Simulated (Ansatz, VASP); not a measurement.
**One calculation of Ru, two programs**

```
Ru
1.0
     4.21323    0.00000    0.00000
    -2.10662    3.64877    0.00000
     0.00000    0.00000    2.65785
Ru
3
Cartesian
  0.0000 0.0000 0.0000
  0.0000 2.4325 1.3289
  2.1066 1.2163 1.3289
```

Alike in both runs: task single point; functional BLYP; k mesh 10 × 10 × 13; occupations fermi-dirac, width 0.1 eV; no spin polarisation.

|  | VASP | Ansatz |
| --- | --- | --- |
| version | VASP 6.6.1 | Ansatz 0.2.0 |
| potentials or method | VASP PAW PBE potentials, release 64 (Ru_sv), cutoff 600 eV | plane waves (420 eV) with PAW, scalar-relativistic |
| valence electrons in the cell | 48 | 48 |

|  | VASP | Ansatz | Ansatz less VASP |
| --- | --- | --- | --- |
| pressure (GPa) | 26.3 | 25.8 | -0.50 |
| traceless stress, the component that is largest in VASP (GPa) | -2.14 | -2.08 | +0.057 |

VASP's potentials were made for PBE, not for BLYP.
